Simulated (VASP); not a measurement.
# SiC (P-6m2) in VASP: notebook, part 2 of 2

VASP 6.6.1. Earlier steps stand in the parts before.

**4. Single point, PBE**

Input file INCAR:

```
ALGO     = Normal         # electronic algorithm
EDIFF    = 1E-6           # SCF threshold, eV
ENCUT    = 520            # plane-wave cutoff, eV
GGA      = PE             # functional
ISIF     = 2              # what is computed and relaxed
ISMEAR   = 0              # smearing method
LASPH    = T              # aspherical terms in the spheres
LCHARG   = T              # write CHGCAR
LELF     = T              # ELF
LREAL    = F              # projectors in reciprocal space
LVHAR    = T            
LWAVE    = F              # write WAVECAR
NBANDS   = 11             # bands
NELM     = 60             # most SCF steps
PREC     = Accurate       # precision mode
SIGMA    = 0.1            # smearing width, eV
```

Input file KPOINTS:

```
k-points
0
Gamma
  12 12 2
```

Input file POSCAR:

```
SiC
1.0
    3.0950049463     -0.0000000056      0.0000000000
   -1.5475024683      2.6803529112      0.0000000000
    0.0000000000      0.0000000000      5.6843388287
Si C
1 1
Direct
    0.6666666667      0.3333333333      0.0000000000
    0.3333333333      0.6666666667      0.0000000000
```

Potentials or basis: VASP PAW PBE potentials, release 64 (Si, C).

On the command line:

```bash
$ cat potpaw_PBE.64/Si/POTCAR potpaw_PBE.64/C/POTCAR > POTCAR
$ mpirun -np 1 vasp_std > vasp.out
```

OUTCAR:

```text
EDIFF = 1E-6
   ENCUT = 520
   GGA = PE
   ISIF = 2
   ISMEAR = 0
   LASPH = T
   LREAL = F
   NELM = 60
   PREC = Accurate

 ion  position               nearest neighbor table
   1  0.667  0.333  0.000-   2 1.79   2 1.79   2 1.79
   2  0.333  0.667  0.000-   1 1.79   1 1.79   1 1.79

  LATTYP: Found a hexagonal cell.
 ALAT       =     3.0950049463
 C/A-ratio  =     1.8366170418

  Lattice vectors:

 A1 = (   3.0950049463,  -0.0000000056,   0.0000000000)
 A2 = (  -1.5475024683,   2.6803529112,   0.0000000000)
 A3 = (   0.0000000000,   0.0000000000,   5.6843388287)

Analysis of symmetry for initial positions (statically):
=====================================================================
 Subroutine PRICEL returns:
 Original cell was already a primitive cell.

 Routine SETGRP: Setting up the symmetry group for a
 hexagonal supercell.

 Subroutine GETGRP returns: Found 12 space group operations
 (whereof 12 operations were pure point group operations)
 out of a pool of 24 trial point group operations.

The static configuration has the point symmetry D_3h.

Analysis of symmetry for dynamics (positions and initial velocities):
=====================================================================
 Subroutine PRICEL returns:
 Original cell was already a primitive cell.

 Routine SETGRP: Setting up the symmetry group for a
 hexagonal supercell.

 Subroutine GETGRP returns: Found 12 space group operations
 (whereof 12 operations were pure point group operations)
 out of a pool of 24 trial point group operations.

The dynamic configuration has the point symmetry D_3h.

 Subroutine INISYM returns: Found 12 space group operations
 (whereof 12 operations are pure point group operations),
 and found     1 'primitive' translations

----------------------------------------------------------------------------------------

                                     Primitive cell

  volume of cell :      47.1556
[... 111 lines left out ...]
  Fermi-wavevector in a.u.,A,eV,Ry     =   0.906276  1.712613 11.174953  0.821336
  Thomas-Fermi vector in A             =   2.029944
   LORBIT       =      0    0 simple, 1 ext, 2 COOP (PROOUT), +10 PAW based schemes
   GGA     = PE    functional components
   LHFCALC =     F    Hartree Fock is set to
   AEXX    =    0.0000 exact exchange contribution
   IVDW    =     0    specifies the selected vdW correction
   LEPSILON=     F    determine dielectric tensor
   LRPA    =     F    only Hartree local field effects (RPA)
 non-spin polarized calculation
 Gauss-broadening in eV      SIGMA  =   0.10
  energy-cutoff  :      520.00
  volume of cell :       47.16
 maximum number of plane-waves:      1284
 NGX is ok and might be reduce to    24
   NGX = 11   NGY = 11   NGZ = 21

 number of electron       8.0000001 magnetization

 Free energy of the ion-electron system (eV)
  ---------------------------------------------------
  ext. energy  EPLUGINS =         0.00000000
  ---------------------------------------------------
  free energy    TOTEN  =       -14.05465083 eV

  energy without entropy =      -14.05465083  energy(sigma->0) =      -14.05465083

 E-fermi :   1.2937     XC(G=0):  -6.8496

 val. band max:        0.8085501795   @ k =   0.3333   0.3333   0.0000
 cond. band min:       3.1862531662   @ k =   0.5000  -0.0000   0.5000
 fundamental gap:      2.3777029866
 Fermi energy:         1.2937495213

 k-point     1 :       0.0000    0.0000    0.0000
  band No.  band energies     occupation
      1     -12.9098      2.00000
      2      -2.8957      2.00000
      3      -0.5511      2.00000
      4      -0.5511      2.00000
      5       3.3006      0.00000
      6       7.5220      0.00000
      7       8.2944      0.00000
      8       8.2944      0.00000
      9       9.1256      0.00000
     10      13.9537      0.00000
     11      14.3878      0.00000
[... 309 lines left out ...]
 k-point    24 :       0.3333   -0.0000    0.5000
  band No.  band energies     occupation
      1     -11.1782      2.00000
      2      -5.2119      2.00000
      3      -1.7632      2.00000
      4      -1.2499      2.00000
      5       5.0380      0.00000
      6       5.0797      0.00000
      7       8.4899      0.00000
      8       8.7123      0.00000
      9      12.8034      0.00000
     10      12.8959      0.00000
     11      13.0089      0.00000

 [... further k-points ...]
[... 5 lines left out ...]
  --------------------------------------------------------------------------------------
  -------------------------------------------------------------------------------------
  Total        0.0441277      0.0441277      0.0038976      0.0000000     -0.0000000     -0.0000000
  in kB        1.4992991      1.4992991      0.1324275      0.0000000     -0.0000000     -0.0000000
  external PRESSURE =       1.0436752 kB  Pullay stress =       0.0000000 kB

 VOLUME and BASIS-vectors are now :
 -----------------------------------------------------------------------------
  energy-cutoff  :      520.00
  volume of cell :       47.16
      direct lattice vectors                 reciprocal lattice vectors
     3.095004946 -0.000000006  0.000000000     0.323101261  0.186542599  0.000000000
    -1.547502468  2.680352911  0.000000000     0.000000001  0.373085200  0.000000000
     0.000000000  0.000000000  5.684338829     0.000000000  0.000000000  0.175921955

 POSITION                                       TOTAL-FORCE (eV/Angst)
 -----------------------------------------------------------------------------------
      1.54750      0.89345      0.00000        -0.000000      0.000000      0.000000
      0.00000      1.78690      0.00000         0.000000      0.000000      0.000000
 -----------------------------------------------------------------------------------
    total drift:                               -0.000000      0.000000      0.000000

  FREE ENERGIE OF THE ION-ELECTRON SYSTEM (eV)
  ---------------------------------------------------
  free  energy   TOTEN  =       -14.0546508308 eV

  energy  without entropy=      -14.0546508308  energy(sigma->0) =      -14.05465083
```

stdout:

```text
POSCAR found type information on POSCAR SiC
 POSCAR found :  2 types and       2 ions
 scaLAPACK will be used
 LDA part: xc-table for (Slater+PW92), standard interpolation
 POSCAR, INCAR and KPOINTS ok, starting setup
 FFT: planning ... GRIDC
 FFT: planning ... GRID_SOFT
 FFT: planning ... GRID
 WAVECAR not read
 entering main loop
```

Wall time 16 s (1 thread of AMD EPYC 7R43 (Zen 3), shared host); peak memory 0.12 GiB.

What came out:

* Free energy: -14.0547 eV
* Pressure: 0.1 GPa
* Band gap on the k mesh: 2.38 eV, indirect (least direct gap 2.48 eV)

Caveat: the k points lie up to 0.55 Å⁻¹ apart.
